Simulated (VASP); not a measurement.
Input of a VASP 6.6.1 run:

POSCAR

```
HgTe
1.0
    0.0000000000      3.2300000000      3.2300000000
    3.2300000000      0.0000000000      3.2300000000
    3.2300000000      3.2300000000      0.0000000000
Hg Te
1 1
Direct
    0.0000000000      0.0000000000      0.0000000000
    0.2500000000      0.2500000000      0.2500000000
```

The input INCAR.step1:

```
ALGO = Normal
EDIFF = 1E-4
ENCUT = 600
GGA = PE
ISMEAR = 0
LASPH = True
LCHARG = False
LREAL = False
LWAVE = True
NELM = 80
PREC = Accurate
SIGMA = 0.03
```

Contents of INCAR.step2:

```
ALGO = Normal
EDIFF = 1E-7
EDIFFG = -0.005
ENCUT = 600
IBRION = 2
ISIF = 3
ISMEAR = 0
ISTART = 1
LASPH = True
LCHARG = False
LMIXTAU = True
LREAL = False
LWAVE = False
METAGGA = R2SCAN
NELM = 80
NSW = 80
PREC = Accurate
PSTRESS = 50.0
SIGMA = 0.03
```

File KPOINTS:

```
k-points
0
Gamma
  10 10 10
```

Potentials or basis: VASP PAW PBE potentials, release 64 (Hg, Te).

Command:

```bash
$ cat potpaw_PBE.64/Hg/POTCAR potpaw_PBE.64/Te/POTCAR > POTCAR
$ cp INCAR.step1 INCAR
$ mpirun -np 1 vasp_std > vasp.out
$ cp INCAR.step2 INCAR
$ mpirun -np 1 vasp_std > vasp.out
```

Problem. Estimate the relaxed volume.

Solution. 32.27 Å³/atom.

Problem. Predict the band gap on the k mesh.

Solution. Zero (filled and empty bands touch).

Problem. What does it give for the relaxed cell?

Solution. a = 4.502 Å, b = 4.502 Å, c = 4.502 Å, α = 60.00°, β = 60.00°, γ = 60.00°.

Problem. What does it give for the space group after relaxing (to 0.05 Å)?

Solution. F-43m (No. 216).

The path:
```csv
step,energy change (eV),largest force (eV/Å),pressure (GPa),volume (Å³)
1,0.0000,0.0000,2.48,67.40
2,0.1493,0.0000,7.37,62.36
3,0.0657,0.0000,5.00,64.53
```

Caveat: the cell is relaxed towards a set pressure, so the enthalpy falls and the energy may rise; the PAW data sets were made with another functional, which shifts forces and pressure a little; spin-orbit coupling is left out, which moves the levels of the heavy elements.
